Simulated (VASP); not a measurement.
# P (P6_3/mmc) in VASP: further runs

P is run at these levels: PBE; tasks: single point.

Program: VASP 6.6.1. These are calculated values, not measurements. Logs are shortened: lines on timing, memory, paths and dates and some standing lists are left out, and cuts for length are marked.

**1. The cell of the first run**

The structure is hexagonal, space group P6_3/mmc (No. 194). The conventional cell has a = 2.035 Å, b = 2.035 Å, c = 3.351 Å, α = 90.00°, β = 90.00°, γ = 120.00°. Within 2.7 Å of P (site symmetry -6m2) lie 12 P at 2.03 to 2.05 Å.

**2. Single point, PBE**

File INCAR:

```
SYSTEM = P
PREC = Accurate
ENCUT = 520
EDIFF = 1E-7
ISMEAR = -1
SIGMA = 0.08
LREAL = .False.
LASPH = .True.
NELM = 100
ALGO = Normal
ISIF = 2
LWAVE = .False.
LCHARG = .True.
GGA = PE
LELF = .True.
LVHAR = .True.
NBANDS = 12
```

File KPOINTS:

```
regular mesh
0
Gamma
  21 21 12
  0 0 0
```

File POSCAR:

```
P
1.0
    2.0345237298      0.0000000000      0.0000000000
   -1.0172618649      1.7619492346      0.0000000000
    0.0000000000      0.0000000000      3.3511392169
P
2
Direct
    0.3333333333      0.6666666667      0.2500000000
    0.6666666667      0.3333333333      0.7500000000
```

Potentials or basis: VASP PAW PBE potentials, release 64 (P).

Started as:

```console
$ cat potpaw_PBE.64/P/POTCAR > POTCAR
$ mpirun -np 1 vasp_std > vasp.out
```

OUTCAR:

```text
SYSTEM = P
   PREC = Accurate
   ENCUT = 520
   EDIFF = 1E-7
   ISMEAR = -1
   LREAL = .False.
   LASPH = .True.
   NELM = 100
   ISIF = 2
   GGA = PE

 ion  position               nearest neighbor table
   1  0.333  0.667  0.250-   2 2.05   2 2.05   2 2.05   2 2.05   2 2.05   2 2.05   2 2.89   2 2.89
                             2 2.89   2 2.89   2 2.89   2 2.89
   2  0.667  0.333  0.750-   1 2.05   1 2.05   1 2.05   1 2.05   1 2.05   1 2.05   1 2.89   1 2.89
                             1 2.89   1 2.89   1 2.89   1 2.89

  LATTYP: Found a hexagonal cell.
 ALAT       =     2.0345237298
 C/A-ratio  =     1.6471369529

  Lattice vectors:

 A1 = (   2.0345237298,   0.0000000000,   0.0000000000)
 A2 = (  -1.0172618649,   1.7619492346,   0.0000000000)
 A3 = (   0.0000000000,   0.0000000000,   3.3511392169)

Analysis of symmetry for initial positions (statically):
=====================================================================
 Subroutine PRICEL returns:
 Original cell was already a primitive cell.

 Routine SETGRP: Setting up the symmetry group for a
 hexagonal supercell.

 Subroutine GETGRP returns: Found 24 space group operations
 (whereof 12 operations were pure point group operations)
 out of a pool of 24 trial point group operations.

The static configuration has the point symmetry D_3d.
 The point group associated with its full space group is D_6h.

Analysis of symmetry for dynamics (positions and initial velocities):
=====================================================================
 Subroutine PRICEL returns:
 Original cell was already a primitive cell.

 Routine SETGRP: Setting up the symmetry group for a
 hexagonal supercell.

 Subroutine GETGRP returns: Found 24 space group operations
 (whereof 12 operations were pure point group operations)
 out of a pool of 24 trial point group operations.

The dynamic configuration has the point symmetry D_3d.
 The point group associated with its full space group is D_6h.

 Subroutine INISYM returns: Found 24 space group operations
 (whereof 12 operations are pure point group operations),
 and found     1 'primitive' translations

----------------------------------------------------------------------------------------

                                     Primitive cell

  volume of cell :      12.0129

  direct lattice vectors                    reciprocal lattice vectors
     2.034523730  0.000000000  0.000000000     0.491515525  0.283776621  0.000000000
    -1.017261865  1.761949235  0.000000000     0.000000000  0.567553242  0.000000000
     0.000000000  0.000000000  3.351139217     0.000000000  0.000000000  0.298405985

  length of vectors
     2.034523730  2.034523730  3.351139217     0.567553242  0.567553242  0.298405985

  position of ions in fractional coordinates (direct lattice)
     0.333333333  0.666666667  0.250000000
     0.666666667  0.333333333  0.750000000

  ion indices of the primitive-cell ions
   primitive index   ion index
                 1           1
                 2           2

----------------------------------------------------------------------------------------

 KPOINTS: regular mesh

Automatic generation of k-mesh.
 Grid dimensions read from file:
 generate k-points for:   21   21   12

 Generating k-lattice:

  Cartesian coordinates                     Fractional coordinates (reciprocal lattice)
     0.023405501  0.013513172  0.000000000     0.047619048  0.000000000  0.000000000
     0.000000000  0.027026345  0.000000000     0.000000000  0.047619048  0.000000000
     0.000000000  0.000000000  0.024867165     0.000000000  0.000000000  0.083333333

  Length of vectors
     0.027026345  0.027026345  0.024867165

  Shift w.r.t. Gamma in fractional coordinates (k-lattice)
     0.000000000  0.000000000  0.000000000

 Subroutine IBZKPT returns following result:
 ===========================================

 Found    336 irreducible k-points:

 Following reciprocal coordinates:
            Coordinates               Weight
  0.000000  0.000000  0.000000      1.000000
  0.047619  0.000000  0.000000      6.000000
  0.095238  0.000000  0.000000      6.000000
  0.142857  0.000000  0.000000      6.000000
  0.190476  0.000000  0.000000      6.000000
  0.238095  0.000000  0.000000      6.000000
[... 16 lines left out ...]
  0.142857  0.095238  0.000000     12.000000
  0.190476  0.095238  0.000000     12.000000
 [... further k-points ...]
   k-points           NKPTS =    336   k-points in BZ     NKDIM =    336   number of bands    NBANDS=     12
   number of dos      NEDOS =    301   number of ions     NIONS =      2
   total plane-waves  NPLWV =   7168
   dimension x,y,z NGX =    16 NGY =   16 NGZ =   28
   dimension x,y,z NGXF=    32 NGYF=   32 NGZF=   56
   ions per type =               2
   NGX,Y,Z   is equivalent  to a cutoff of  13.07, 13.07, 13.89 a.u.
   NGXF,Y,Z  is equivalent  to a cutoff of  26.15, 26.15, 27.78 a.u.
 SYSTEM =  P
   PREC   = accura    normal or accurate (medium, high low for compatibility)
   ISTART =      0    job   : 0-new  1-cont  2-samecut
   ICHARG =      2    charge: 1-file 2-atom 10-const
   ISPIN  =      1    spin polarized calculation?
   LNONCOLLINEAR =      F non collinear calculations
   LSORBIT =      F    spin-orbit coupling
   LASPH  =      T    aspherical Exc in radial PAW
   ENCUT  =  520.0 eV  38.22 Ry    6.18 a.u.   3.78  3.78  6.23*2*pi/ulx,y,z
   NELM   =    100;   NELMIN=  2; NELMDL= -5     # of ELM steps
   EDIFF  = 0.1E-06   stopping-criterion for ELM
   LREAL  =      F    real-space projection
   EDIFFG = 0.1E-05   stopping-criterion for IOM
   NSW    =      0    number of steps for IOM
   IBRION =     -1    ionic relax: 0-MD 1-quasi-New 2-CG
   NFREE  =      0    steps in history (QN), initial steepest desc. (CG)
   ISIF   =      2    stress and relaxation
   ISYM   =      2    0-nonsym 1-usesym 2-fastsym
   POTIM  = 0.5000    time-step for ionic-motion
   TEBEG  =    0.0;   TEEND  =   0.0 temperature during run
   PSTRESS=    0.0 pullay stress
   NELECT =      10.0000    total number of electrons
   NUPDOWN=      -1.0000    fix difference up-down
   EMIN   =  10.00;   EMAX   =-10.00  energy-range for DOS
   EFERMI =   0.00;   METHOD = LEGACY
   ISMEAR =    -1;   SIGMA  =   0.08  broadening in eV -4-tet -1-fermi 0-gaus
   EFERMI_NEDOS =   21; number of points for ismear=-14 and -15
   IALGO  =     38    algorithm
   IMIX   =      4    mixing-type and parameters
     AMIX     =   0.40;   BMIX     =  1.00
     AMIX_MAG =   1.60;   BMIX_MAG =  1.00
  volume/ion in A,a.u.               =       6.01        40.53
  Fermi-wavevector in a.u.,A,eV,Ry     =   1.540016  2.910209 32.268256  2.371650
  Thomas-Fermi vector in A             =   2.646163
   LORBIT       =      0    0 simple, 1 ext, 2 COOP (PROOUT), +10 PAW based schemes
   GGA     = PE    functional components
   LHFCALC =     F    Hartree Fock is set to
   AEXX    =    0.0000 exact exchange contribution
   IVDW    =     0    specifies the selected vdW correction
   LEPSILON=     F    determine dielectric tensor
   LRPA    =     F    only Hartree local field effects (RPA)
 non-spin polarized calculation
  energy-cutoff  :      520.00
  volume of cell :       12.01
 maximum number of plane-waves:       336
 NGX is ok and might be reduce to    16
   NGX =  7   NGY =  7   NGZ = 13

 number of electron      10.0000000 magnetization

 Free energy of the ion-electron system (eV)
  ---------------------------------------------------
  ext. energy  EPLUGINS =         0.00000000
  ---------------------------------------------------
  free energy    TOTEN  =         1.99787622 eV

  energy without entropy =        2.00621678  energy(sigma->0) =        2.00204650

 E-fermi :  27.7566     XC(G=0): -15.6781

 val. band max:       27.7544642077   @ k =   0.3333   0.0952   0.2500
 cond. band min:      27.7892330576   @ k =   0.4286   0.0952   0.5000
 fundamental gap:      0.0347688499
 Fermi energy:        27.7565618453

 k-point     1 :       0.0000    0.0000    0.0000
  band No.  band energies     occupation
      1      -1.4693      2.00000
      2       9.9186      2.00000
      3      11.5932      2.00000
      4      39.1124      0.00000
      5      39.1124      0.00000
      6      39.4747      0.00000
      7      39.4747      0.00000
      8      40.2860      0.00000
      9      47.0753      0.00000
     10      47.1471      0.00000
     11      48.0930      0.00000
     12      48.0931      0.00000

 k-point     2 :       0.0476    0.0000    0.0000
  band No.  band energies     occupation
      1      -1.3661      2.00000
      2      10.0130      2.00000
      3      11.6878      2.00000
      4      36.6143      0.00000
      5      37.6442      0.00000
      6      39.3716      0.00000
      7      41.0669      0.00000
      8      41.4494      0.00000
      9      46.6099      0.00000
     10      47.2643      0.00000
     11      47.5051      0.00000
     12      47.5365      0.00000

 k-point     3 :       0.0952    0.0000    0.0000
  band No.  band energies     occupation
      1      -1.0568      2.00000
      2      10.2963      2.00000
      3      11.9697      2.00000
      4      33.4410      0.00000
      5      36.1648      0.00000
      6      38.2269      0.00000
      7      42.0003      0.00000
      8      42.8282      0.00000
      9      43.8610      0.00000
     10      46.2033      0.00000
     11      46.3203      0.00000
     12      47.4144      0.00000
[... 286 lines left out ...]
 k-point    23 :       0.1429    0.0952    0.0000
  band No.  band energies     occupation
      1       0.4801      2.00000
      2      11.7152      2.00000
      3      13.3268      2.00000
      4      27.1981      1.99814
      5      29.3820      0.00000
      6      37.4808      0.00000
      7      38.1170      0.00000
      8      40.4594      0.00000
      9      40.8362      0.00000
     10      41.4396      0.00000
     11      45.2379      0.00000
     12      48.1395      0.00000

 k-point    24 :       0.1905    0.0952    0.0000
  band No.  band energies     occupation
      1       1.3946      2.00000
      2      12.5683      2.00000
      3      14.0810      2.00000
      4      24.3171      2.00000
      5      28.1451      0.01543
      6      34.5912      0.00000
      7      35.9066      0.00000
      8      39.0964      0.00000
      9      40.2081      0.00000
     10      40.9907      0.00000
     11      46.4018      0.00000
     12      49.1372      0.00000

 [... further k-points ...]
[... 5 lines left out ...]
  --------------------------------------------------------------------------------------
  -------------------------------------------------------------------------------------
  Total       33.0989671     33.0989671     33.1138696      0.0000000     -0.0000000      0.0000000
  in kB     4414.4479718   4414.4479718   4416.4355358      0.0000000     -0.0000000      0.0000000
  external PRESSURE =    4415.1104931 kB  Pullay stress =       0.0000000 kB

 VOLUME and BASIS-vectors are now :
 -----------------------------------------------------------------------------
  energy-cutoff  :      520.00
  volume of cell :       12.01
      direct lattice vectors                 reciprocal lattice vectors
     2.034523730  0.000000000  0.000000000     0.491515525  0.283776621  0.000000000
    -1.017261865  1.761949235  0.000000000     0.000000000  0.567553242  0.000000000
     0.000000000  0.000000000  3.351139217     0.000000000  0.000000000  0.298405985

 POSITION                                       TOTAL-FORCE (eV/Angst)
 -----------------------------------------------------------------------------------
     -0.00000      1.17463      0.83778         0.000000      0.000000      0.000000
      1.01726      0.58732      2.51335        -0.000000      0.000000      0.000000
 -----------------------------------------------------------------------------------
    total drift:                               -0.000000      0.000000     -0.000000

  FREE ENERGIE OF THE ION-ELECTRON SYSTEM (eV)
  ---------------------------------------------------
  free  energy   TOTEN  =         1.9978762215 eV

  energy  without entropy=        2.0062167838  energy(sigma->0) =        2.00204650
```

Wall time 20 s (1 thread of AMD EPYC 9R45 (Zen 5), shared host); peak memory 0.12 GiB.

Results:

```yaml
Free_energy: 1.9979 eV
Pressure: 441.5 GPa
Band_gap_on_the_k_mesh: zero (band 5 reaches 40.41 eV, above the bottom of band 6 at 18.94 eV)
```

Stress tensor (GPa, compression positive):
```
441.44   0.00   0.00
  0.00 441.44   0.00
  0.00   0.00 441.64
```

**3. Single point, PBE**

File INCAR:

```
SYSTEM = P
ALGO     = Normal         ! electronic algorithm
EDIFF    = 1E-6           ! SCF threshold, eV
ENCUT    = 520            ! plane-wave cutoff, eV
GGA      = PE             ! functional
ISIF     = 2              ! what is computed and relaxed
ISMEAR   = -1             ! smearing method
LASPH    = .TRUE.         ! aspherical terms in the spheres
LCHARG   = .FALSE.        ! write CHGCAR
LREAL    = .FALSE.        ! projectors in reciprocal space
LWAVE    = .FALSE.        ! write WAVECAR
NBANDS   = 12             ! bands
NELM     = 100            ! most SCF steps
PREC     = Accurate       ! precision mode
SIGMA    = 0.08           ! smearing width, eV
```

File KPOINTS:

```
k-points
0
G
  21 21 12
  0 0 0
```

File POSCAR:

```
P
1.0
    2.0348153194      0.0000000000      0.0000000000
   -1.0174076597      1.7622017586      0.0000000000
    0.0000000000      0.0000000000      3.3516144212
P
2
Direct
    0.3333333333      0.6666666667      0.2500000000
    0.6666666667      0.3333333333      0.7500000000
```

Potentials or basis: VASP PAW PBE potentials, release 64 (P).

Started as:

```console
$ cat potpaw_PBE.64/P/POTCAR > POTCAR
$ mpirun -np 1 vasp_std > vasp.out
```

OUTCAR:

```text
SYSTEM = P
   EDIFF = 1E-6
   ENCUT = 520
   GGA = PE
   ISIF = 2
   ISMEAR = -1
   LASPH = .TRUE.
   LREAL = .FALSE.
   NELM = 100
   PREC = Accurate

 ion  position               nearest neighbor table
   1  0.333  0.667  0.250-   2 2.05   2 2.05   2 2.05   2 2.05   2 2.05   2 2.05   2 2.89   2 2.89
                             2 2.89   2 2.89   2 2.89   2 2.89
   2  0.667  0.333  0.750-   1 2.05   1 2.05   1 2.05   1 2.05   1 2.05   1 2.05   1 2.89   1 2.89
                             1 2.89   1 2.89   1 2.89   1 2.89

  LATTYP: Found a hexagonal cell.
 ALAT       =     2.0348153194
 C/A-ratio  =     1.6471344545

[... 545 lines left out ...]
     10      40.9742      0.00000
     11      46.3856      0.00000
     12      49.1216      0.00000

 [... further k-points ...]
[... 5 lines left out ...]
  --------------------------------------------------------------------------------------
  -------------------------------------------------------------------------------------
  Total       33.0679734     33.0679734     33.0789973      0.0000000      0.0000000      0.0000000
  in kB     4408.4252639   4408.4252639   4409.8949103      0.0000000      0.0000000      0.0000000
  external PRESSURE =    4408.9151460 kB  Pullay stress =       0.0000000 kB

 VOLUME and BASIS-vectors are now :
 -----------------------------------------------------------------------------
  energy-cutoff  :      520.00
  volume of cell :       12.02
      direct lattice vectors                 reciprocal lattice vectors
     2.034815319  0.000000000  0.000000000     0.491445091  0.283735956  0.000000000
    -1.017407660  1.762201759  0.000000000     0.000000000  0.567471911  0.000000000
     0.000000000  0.000000000  3.351614421     0.000000000  0.000000000  0.298363676

 POSITION                                       TOTAL-FORCE (eV/Angst)
 -----------------------------------------------------------------------------------
     -0.00000      1.17480      0.83790         0.000000     -0.000000      0.000000
      1.01741      0.58740      2.51371        -0.000000      0.000000      0.000000
 -----------------------------------------------------------------------------------
    total drift:                               -0.000000      0.000000     -0.000000

  FREE ENERGIE OF THE ION-ELECTRON SYSTEM (eV)
  ---------------------------------------------------
  free  energy   TOTEN  =         1.9836913071 eV

  energy  without entropy=        1.9920323512  energy(sigma->0) =        1.98786183
```

stdout:

```text
POSCAR found type information on POSCAR P
 POSCAR found :  1 types and       2 ions
 scaLAPACK will be used
 LDA part: xc-table for (Slater+PW92), standard interpolation
 POSCAR, INCAR and KPOINTS ok, starting setup
 FFT: planning ... GRIDC
 FFT: planning ... GRID_SOFT
 FFT: planning ... GRID
 WAVECAR not read
 entering main loop
```

Wall time 18 s (1 thread of AMD EPYC 9R45 (Zen 5), shared host); peak memory 0.12 GiB.

Results:

```
Free energy            : 1.9837 eV
Pressure               : 440.9 GPa
Band gap on the k mesh : zero (band 5 reaches 40.40 eV, above the bottom of band 6 at 18.93 eV)
```

Levels at points of the mesh, in eV from the Fermi level:
```
           k point  band 3  band 4  band 5  band 6  band 7  band 8
(0.00, 0.00, 0.00)  -16.16   11.35   11.35   11.71   11.71   12.53
(0.00, 0.00, 0.50)   -2.60   -2.60   12.65   12.65   12.65   12.65
```

**4. Single point, PBE**

File INCAR:

```
SYSTEM = P
  PREC = Accurate
  ENCUT = 520
  EDIFF = 1E-6
  ISMEAR = -1
  SIGMA = 0.08
  LREAL = .FALSE.
  LASPH = .TRUE.
  NELM = 60
  ALGO = Normal
  ISIF = 2
  LWAVE = .FALSE.
  LCHARG = .FALSE.
  GGA = PE
  NBANDS = 12
```

File KPOINTS:

```
regular mesh
0
G
  21 21 12
  0 0 0
```

File POSCAR:

```
P
1.0
    2.0345237270      0.0000000000      0.0000000000
   -1.0172618635      1.7619492322      0.0000000000
    0.0000000000      0.0000000000      3.3511392238
P
2
Direct
    0.3333333333      0.6666666667      0.2500000000
    0.6666666667      0.3333333333      0.7500000000
```

Started as:

```console
$ cat potpaw_PBE.64/P/POTCAR > POTCAR
$ mpirun -np 1 vasp_std > vasp.out
```

Run time: 18 s. Hardware: 1 thread of AMD EPYC 9R45 (Zen 5), shared host; peak memory 0.12 GiB.

The run converged. Its results:

```
Free energy            : 1.9979 eV
Pressure               : 441.5 GPa
Band gap on the k mesh : zero (band 5 reaches 40.41 eV, above the bottom of band 6 at 18.94 eV)
```

Stress tensor (GPa, compression positive):
```
441.44   0.00   0.00
  0.00 441.44   0.00
  0.00   0.00 441.64
```

Levels at points of the mesh, in eV from the Fermi level:
```tsv
k point	band 2	band 3	band 4	band 5	band 6	band 7	band 8	band 9
(0.00, 0.00, 0.00)	-17.84	-16.16	11.36	11.36	11.72	11.72	12.53	19.32
(0.00, 0.00, 0.50)	-26.11	-2.60	-2.60	12.65	12.65	12.65	12.65	16.29
```
